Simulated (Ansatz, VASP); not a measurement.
# TiO2: VASP beside Ansatz

```xyz
9
Lattice="5.5822 0.0000 0.0000 -2.7911 4.8343 0.0000 0.0000 0.0000 6.0825" Properties=species:S:1:pos:R:3 pbc="T T T"
Ti    2.6065    0.0000    2.0275
Ti   -1.3033    2.2573    4.0550
Ti    1.4878    2.5770    0.0000
O     0.8672    4.1161    0.7339
O     3.6583    0.7182    3.3210
O     0.3400    2.0253    4.7889
O     3.1311    2.8091    5.3485
O    -1.2072    3.5273    2.7614
O     1.5840    1.3071    1.2936
```

Alike in both runs: functional r2SCAN; k mesh 5 × 5 × 4; occupations fermi-dirac, width 0.05 eV; no spin polarisation.

|  | VASP | Ansatz |
| --- | --- | --- |
| version | VASP 6.6.1 | Ansatz 0.2.0 |
| potentials or method | VASP PAW PBE potentials, release 64 (Ti_sv, O) | Ansatz PAW |
| plane-wave cutoff (eV) | 520 | 500 |
| valence electrons in the cell | 72 | 72 |
| task | single point | band structure |

Ansatz gave:

```
gap on the k mesh at the Fermi level (eV) : 4.02
least direct gap on the mesh (eV)         : 4.02
pressure (GPa)                            : -1.0
rms of the force components (eV/Å)        : 0.038
```

Task: Which values does VASP return?

Result: gap on the k mesh at the Fermi level (eV): 4.01; least direct gap on the mesh (eV): 4.01; pressure (GPa): -0.3; rms of the force components (eV/Å): 0.009.

VASP's potentials were made for PBE, not for r2SCAN. Atom by atom the forces differ by 0.030 eV/Å (rms over components).
